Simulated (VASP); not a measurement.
# Be3Zn2Se5 (P1) in VASP: relaxation of cell and atoms with PBE

Aim: the relaxation of cell and atoms of Be3Zn2Se5 with PBE.

Everything below comes from runs of VASP 6.6.1. Logs are shortened: lines on timing, memory, paths and dates and some standing lists are left out, and cuts for length are marked.

### Step 1. The cell of the first run

The typed cell holds 10 atoms: a = 3.946 Å, b = 3.705 Å, c = 14.010 Å, α = 97.62°, β = 98.87°, γ = 91.98°.

### Step 2. Relaxation of cell and atoms, PBE

File INCAR:

```
SYSTEM = Be3Zn2Se5
  ALGO = Normal
  EDIFF = 1E-6
  EDIFFG = -0.025
  ENCUT = 600
  GGA = PE
  IBRION = 2
  ISIF = 3
  ISMEAR = 0
  LASPH = .True.
  LCHARG = .False.
  LREAL = .False.
  LWAVE = .False.
  NELM = 100
  NSW = 80
  PREC = Accurate
  SIGMA = 0.1
```

File KPOINTS:

```
k-points
0
Gamma
  4 4 4
  0 0 0
```

File POSCAR:

```
Be3Zn2Se5
1.0
   -0.0661464233     -3.9451776050     -0.0356012354
    3.7040048028      0.0661464233     -0.0104458877
   -1.8564734032      2.0674722012     13.7312115875
Be Zn Se
3 2 5
Direct
   -0.0093545695      0.0069150012     -0.0019696559
    0.5784277790      0.5832512557      0.1787787165
    0.3976189183      0.4114811272      0.8131965149
    0.1869204297      0.2009660243      0.3929253016
    0.8140495607      0.7894012864      0.6131959007
    0.6434890858      0.1460114084      0.2800094858
    0.2481068464      0.7447321981      0.5060075982
    0.8837425715      0.3705748328      0.7206481614
    0.4567964977      0.9582823680      0.9093633196
    0.0502028806      0.5383844979      0.0878446572
```

Potentials or basis: VASP PAW PBE potentials, release 64 (Be, Zn, Se).

The run is started by

```sh
$ cat potpaw_PBE.64/Be/POTCAR potpaw_PBE.64/Zn/POTCAR potpaw_PBE.64/Se/POTCAR > POTCAR
$ mpirun -np 1 vasp_std > vasp.out
```

OUTCAR:

```text
SYSTEM = Be3Zn2Se5
   EDIFF = 1E-6
   EDIFFG = -0.025
   ENCUT = 600
   GGA = PE
   IBRION = 2
   ISIF = 3
   ISMEAR = 0
   LASPH = .True.
   LREAL = .False.
   NELM = 100
   NSW = 80
   PREC = Accurate

 ion  position               nearest neighbor table
   1  0.991  0.007  0.998-  10 2.18   9 2.26  10 2.27   9 2.37
   2  0.578  0.583  0.179-  10 2.26   6 2.29   6 2.34  10 2.41
   3  0.398  0.411  0.813-   8 2.22   9 2.26   9 2.28   8 2.47
   4  0.187  0.201  0.393-   7 2.37   6 2.45   7 2.46   6 2.57
   5  0.814  0.789  0.613-   8 2.30   8 2.44   7 2.44   7 2.48
   6  0.643  0.146  0.280-   2 2.29   2 2.34   4 2.45   4 2.57
   7  0.248  0.745  0.506-   4 2.37   5 2.44   4 2.46   5 2.48
   8  0.884  0.371  0.721-   3 2.22   5 2.30   5 2.44   3 2.47
   9  0.457  0.958  0.909-   3 2.26   1 2.26   3 2.28   1 2.37
  10  0.050  0.538  0.088-   1 2.18   2 2.26   1 2.27   2 2.41

  LATTYP: Found a triclinic cell.
 ALAT       =     3.9458926914
 B/A-ratio  =     1.3951300508
 C/A-ratio  =     3.5274676343
 COS(alpha) =     0.0026937070
 COS(beta)  =     0.1191102279
 COS(gamma) =     0.7400544377

  Lattice vectors:

 A1 = (   0.0661464233,   3.9451776050,   0.0356012354)
 A2 = (   3.7701512261,   4.0113240283,   0.0251553477)
 A3 = (  -1.7813849763,   1.8115589805, -13.6851644644)

Analysis of symmetry for initial positions (statically):
=====================================================================
 Subroutine PRICEL returns:
 Original cell was already a primitive cell.

 Routine SETGRP: Setting up the symmetry group for a
 triclinic supercell.

 Subroutine GETGRP returns: Found  1 space group operations
 (whereof  1 operations were pure point group operations)
 out of a pool of  2 trial point group operations.

The static configuration has the point symmetry C_1 .

Analysis of symmetry for dynamics (positions and initial velocities):
=====================================================================
 Subroutine PRICEL returns:
 Original cell was already a primitive cell.

 Routine SETGRP: Setting up the symmetry group for a
 triclinic supercell.

 Subroutine GETGRP returns: Found  1 space group operations
 (whereof  1 operations were pure point group operations)
 out of a pool of  2 trial point group operations.

The dynamic configuration has the point symmetry C_1 .

 Subroutine INISYM returns: Found  1 space group operations
 (whereof  1 operations are pure point group operations),
 and found     1 'primitive' translations

----------------------------------------------------------------------------------------

                                     Primitive cell

  volume of cell :     200.2386

  direct lattice vectors                    reciprocal lattice vectors
    -0.066146423 -3.945177605 -0.035601235     0.004643796 -0.253902520  0.038857277
     3.704004803  0.066146423 -0.010445888     0.270170028 -0.004866012  0.037259918
    -1.856473403  2.067472201 13.731211588     0.000217569 -0.000662001  0.072955877

  length of vectors
     3.945892691  3.704610107 14.009536269     0.256900647  0.272770643  0.072959205

  position of ions in fractional coordinates (direct lattice)
     0.990645431  0.006915001  0.998030344
     0.578427779  0.583251256  0.178778716
     0.397618918  0.411481127  0.813196515
     0.186920430  0.200966024  0.392925302
     0.814049561  0.789401286  0.613195901
     0.643489086  0.146011408  0.280009486
     0.248106846  0.744732198  0.506007598
     0.883742572  0.370574833  0.720648161
     0.456796498  0.958282368  0.909363320
     0.050202881  0.538384498  0.087844657

  ion indices of the primitive-cell ions
   primitive index   ion index
                 1           1
                 2           2
                 3           3
                 4           4
                 5           5
                 6           6
                 7           7
                 8           8
                 9           9
                10          10

----------------------------------------------------------------------------------------

 KPOINTS: k-points

Automatic generation of k-mesh.
 Grid dimensions read from file:
 generate k-points for:    4    4    4

 Generating k-lattice:

  Cartesian coordinates                     Fractional coordinates (reciprocal lattice)
     0.001160949 -0.063475630  0.009714319     0.250000000 -0.000000000  0.000000000
     0.067542507 -0.001216503  0.009314979     0.000000000  0.250000000  0.000000000
     0.000054392 -0.000165500  0.018238969     0.000000000  0.000000000  0.250000000

  Length of vectors
     0.064225162  0.068192661  0.018239801

  Shift w.r.t. Gamma in fractional coordinates (k-lattice)
     0.000000000  0.000000000  0.000000000

 Subroutine IBZKPT returns following result:
 ===========================================

 Found     36 irreducible k-points:

 Following reciprocal coordinates:
            Coordinates               Weight
  0.000000  0.000000  0.000000      1.000000
  0.250000  0.000000  0.000000      2.000000
  0.500000  0.000000  0.000000      1.000000
 -0.000000  0.250000  0.000000      2.000000
  0.250000  0.250000  0.000000      2.000000
  0.500000  0.250000  0.000000      2.000000
[... 16 lines left out ...]
  0.000000 -0.250000  0.250000      2.000000
  0.250000 -0.250000  0.250000      2.000000
 [... further k-points ...]
   k-points           NKPTS =     36   k-points in BZ     NKDIM =     36   number of bands    NBANDS=     36
   number of dos      NEDOS =    301   number of ions     NIONS =     10
   total plane-waves  NPLWV = 107520
   dimension x,y,z NGX =    32 NGY =   30 NGZ =  112
   dimension x,y,z NGXF=    64 NGYF=   60 NGZF=  224
   ions per type =               3   2   5
   NGX,Y,Z   is equivalent  to a cutoff of  13.48, 13.46, 13.29 a.u.
   NGXF,Y,Z  is equivalent  to a cutoff of  26.96, 26.93, 26.58 a.u.
 SYSTEM =  Be3Zn2Se5
   PREC   = accura    normal or accurate (medium, high low for compatibility)
   ISTART =      0    job   : 0-new  1-cont  2-samecut
   ICHARG =      2    charge: 1-file 2-atom 10-const
   ISPIN  =      1    spin polarized calculation?
   LNONCOLLINEAR =      F non collinear calculations
   LSORBIT =      F    spin-orbit coupling
   LASPH  =      T    aspherical Exc in radial PAW
   ENCUT  =  600.0 eV  44.10 Ry    6.64 a.u.   7.88  7.40 27.98*2*pi/ulx,y,z
   NELM   =    100;   NELMIN=  2; NELMDL= -5     # of ELM steps
   EDIFF  = 0.1E-05   stopping-criterion for ELM
   LREAL  =      F    real-space projection
   EDIFFG = -.3E-01   stopping-criterion for IOM
   NSW    =     80    number of steps for IOM
   IBRION =      2    ionic relax: 0-MD 1-quasi-New 2-CG
   NFREE  =      1    steps in history (QN), initial steepest desc. (CG)
   ISIF   =      3    stress and relaxation
   ISYM   =      2    0-nonsym 1-usesym 2-fastsym
   POTIM  = 0.5000    time-step for ionic-motion
   TEBEG  =    0.0;   TEEND  =   0.0 temperature during run
   PSTRESS=    0.0 pullay stress
   NELECT =      60.0000    total number of electrons
   NUPDOWN=      -1.0000    fix difference up-down
   EMIN   =  10.00;   EMAX   =-10.00  energy-range for DOS
   EFERMI =   0.00;   METHOD = LEGACY
   ISMEAR =     0;   SIGMA  =   0.10  broadening in eV -4-tet -1-fermi 0-gaus
   EFERMI_NEDOS =   21; number of points for ismear=-14 and -15
   IALGO  =     38    algorithm
   IMIX   =      4    mixing-type and parameters
     AMIX     =   0.40;   BMIX     =  1.00
     AMIX_MAG =   1.60;   BMIX_MAG =  1.00
  volume/ion in A,a.u.               =      20.02       135.13
  Fermi-wavevector in a.u.,A,eV,Ry     =   1.095492  2.070180 16.328398  1.200103
  Thomas-Fermi vector in A             =   2.231817
   LORBIT       =      0    0 simple, 1 ext, 2 COOP (PROOUT), +10 PAW based schemes
   GGA     = PE    functional components
   LHFCALC =     F    Hartree Fock is set to
   AEXX    =    0.0000 exact exchange contribution
   IVDW    =     0    specifies the selected vdW correction
   LEPSILON=     F    determine dielectric tensor
   LRPA    =     F    only Hartree local field effects (RPA)
 conjugate gradient relaxation of ions
 non-spin polarized calculation
 Gauss-broadening in eV      SIGMA  =   0.10
  energy-cutoff  :      600.00
  volume of cell :      200.24
 maximum number of plane-waves:      6708
   NGX = 15   NGY = 15   NGZ = 55

--------------------------------------- Ionic step        1  -------------------------------------------

 number of electron      59.9999988 magnetization

 Free energy of the ion-electron system (eV)
  ---------------------------------------------------
  ext. energy  EPLUGINS =         0.00000000
  ---------------------------------------------------
  free energy    TOTEN  =       -37.82900101 eV

  energy without entropy =      -37.82900101  energy(sigma->0) =      -37.82900101

------------------------ aborting loop because EDIFF is reached ----------------------------------------

  FORCE on cell =-STRESS in cart. coord.  units (eV):
  Direction    XX          YY          ZZ          XY          YZ          ZX
  --------------------------------------------------------------------------------------
  -------------------------------------------------------------------------------------
  Total        4.8441670     -4.2273196     -0.3294939     -1.1439206     -1.4754598      0.0740983
  in kB       38.7598357    -33.8242282     -2.6363933     -9.1528995    -11.8056581      0.5928862
  external PRESSURE =       0.7664047 kB  Pullay stress =       0.0000000 kB
[... 113 lines left out ...]
  FREE ENERGIE OF THE ION-ELECTRON SYSTEM (eV)
  ---------------------------------------------------
  free  energy   TOTEN  =       -38.1567923867 eV

  energy  without entropy=      -38.1567923867  energy(sigma->0) =      -38.15679239

[... ionic steps 4 to 9 ...]

--------------------------------------- Ionic step       10  -------------------------------------------

 number of electron      59.9999998 magnetization

------------------------ aborting loop because EDIFF is reached ----------------------------------------

  FORCE on cell =-STRESS in cart. coord.  units (eV):
  Direction    XX          YY          ZZ          XY          YZ          ZX
  --------------------------------------------------------------------------------------
  -------------------------------------------------------------------------------------
  Total       -0.0639184      0.0886718      0.0264167      0.0444364      0.0258325      0.0092888
  in kB       -0.5172865      0.7176140      0.2137886      0.3596200      0.2090602      0.0751734
  external PRESSURE =       0.1380387 kB  Pullay stress =       0.0000000 kB
[... 73 lines left out ...]
  energy  without entropy=      -38.2396632488  energy(sigma->0) =      -38.23966325

--------------------------------------- Ionic step       12  -------------------------------------------

 number of electron      59.9999988 magnetization

 Free energy of the ion-electron system (eV)
  ---------------------------------------------------
  ext. energy  EPLUGINS =         0.00000000
  ---------------------------------------------------
  free energy    TOTEN  =       -38.24039461 eV

  energy without entropy =      -38.24039461  energy(sigma->0) =      -38.24039461

 E-fermi :   2.9361     XC(G=0):  -9.2897

 val. band max:        2.4772526650   @ k =   0.0000   0.0000   0.0000
 cond. band min:       4.8278487963   @ k =   0.0000   0.0000   0.0000
 fundamental gap:      2.3505961313
 Fermi energy:         2.9361262886

 k-point     1 :       0.0000    0.0000    0.0000
  band No.  band energies     occupation
      1     -11.0838      2.00000
      2     -10.6827      2.00000
      3     -10.5565      2.00000
      4      -9.9232      2.00000
      5      -9.6388      2.00000
      6      -4.1481      2.00000
[... 925 lines left out ...]
     35       7.6939      0.00000
     36       7.9570      0.00000

 [... further k-points ...]

------------------------ aborting loop because EDIFF is reached ----------------------------------------

  FORCE on cell =-STRESS in cart. coord.  units (eV):
  Direction    XX          YY          ZZ          XY          YZ          ZX
  --------------------------------------------------------------------------------------
  -------------------------------------------------------------------------------------
  Total        0.0453842      0.0069842      0.0281146      0.0423635     -0.0339772     -0.0052352
  in kB        0.3673422      0.0565306      0.2275615      0.3428931     -0.2750132     -0.0423744
  external PRESSURE =       0.2171448 kB  Pullay stress =       0.0000000 kB
[... 25 lines left out ...]
  FREE ENERGIE OF THE ION-ELECTRON SYSTEM (eV)
  ---------------------------------------------------
  free  energy   TOTEN  =       -38.2403946144 eV

  energy  without entropy=      -38.2403946144  energy(sigma->0) =      -38.24039461

 reached required accuracy - stopping structural energy minimisation
```

Run time: 48 min. Hardware: 1 thread of Oxide Virtual Turin-like, shared host; peak memory 0.49 GiB.

Results:

```
Free energy                           : -38.2404 eV
Relaxed volume                        : 19.79 Å³/atom
Relaxed cell                          : a = 3.817 Å, b = 3.817 Å, c = 13.851 Å, α = 97.94°, β = 97.93°, γ = 89.93°
Space group after relaxing (to 0.1 Å) : I-4m2 (No. 119)
Energy gained by relaxing             : 41.1 meV/atom
Ionic steps                           : 12
Pressure after relaxing               : 0.0 GPa
Largest force after relaxing          : 0.020 eV/Å
Band gap on the k mesh                : 2.35 eV
```

Forces on the atoms (eV/Å):
```
Be  -0.004 -0.002 -0.001
Be   0.006 -0.010  0.002
Be  -0.004  0.001  0.002
Zn   0.006 -0.005 -0.016
Zn   0.002  0.008 -0.004
Se  -0.004 -0.008  0.017
Se  -0.002  0.001  0.004
Se   0.011  0.016  0.004
Se  -0.006  0.000  0.002
Se  -0.005 -0.001 -0.011
```

The path:
```
step  energy change (eV)  largest force (eV/Å)  pressure (GPa)  volume (Å³)
   1              0.0000                1.4348            0.08       200.24
   2             -0.3076                0.5758           -0.62       200.40
   3             -0.3278                0.7434           -0.65       200.41
   4             -0.3902                0.3060            0.06       197.93
   5             -0.3955                0.1694            0.38       196.95
   6             -0.4049                0.1146           -0.07       198.25
   7             -0.4053                0.1059           -0.18       198.57
   8             -0.4081                0.0625           -0.03       198.13
   9             -0.4086                0.0624            0.07       197.84
  10             -0.4100                0.0519            0.01       197.97
  11             -0.4107                0.0569           -0.05       198.14
  12             -0.4114                0.0198            0.02       197.94
```

Final structure:
```xyz
10
Lattice="0.0013 -3.8172 0.0002 3.8171 -0.0033 -0.0002 -1.9097 1.9107 13.5854" Properties=species:S:1:pos:R:3 pbc="T T T"
Be    0.0055   -3.8162    0.0006
Be    1.9096   -1.9020    2.4993
Be    0.0022   -0.0069   11.0855
Zn   -0.0030    0.0097    5.2685
Zn    1.9033   -1.9192    8.3185
Se    0.0014   -1.8996    3.7261
Se    1.9060   -0.0078    6.7926
Se   -0.0041   -1.9168    9.8577
Se    1.9113   -0.0027   12.3372
Se    1.9120    0.0038    1.2485
```

Levels at points of the mesh, in eV from the valence-band top:
```
           k point  band 28  band 29  band 30  band 31  band 32  band 33
(0.00, 0.00, 0.00)    -0.23    -0.01     0.00     2.35     2.50     3.07
(0.50, 0.00, 0.00)    -1.06    -0.58    -0.45     3.07     3.39     3.95
(0.00, 0.50, 0.00)    -1.06    -0.57    -0.45     3.06     3.41     3.95
(0.50, 0.50, 0.00)    -2.56    -2.42    -2.38     2.71     3.37     3.40
(0.00, 0.00, 0.50)    -0.62    -0.16    -0.16     2.42     2.94     3.17
(0.50, 0.00, 0.50)    -1.06    -0.58    -0.45     3.05     3.42     3.94
(0.00, 0.50, 0.50)    -1.06    -0.57    -0.45     3.06     3.40     3.95
(0.50, 0.50, 0.50)    -2.57    -2.42    -2.37     2.72     3.36     3.40
```

Caveat: the k points lie up to 0.42 Å⁻¹ apart in the final cell.
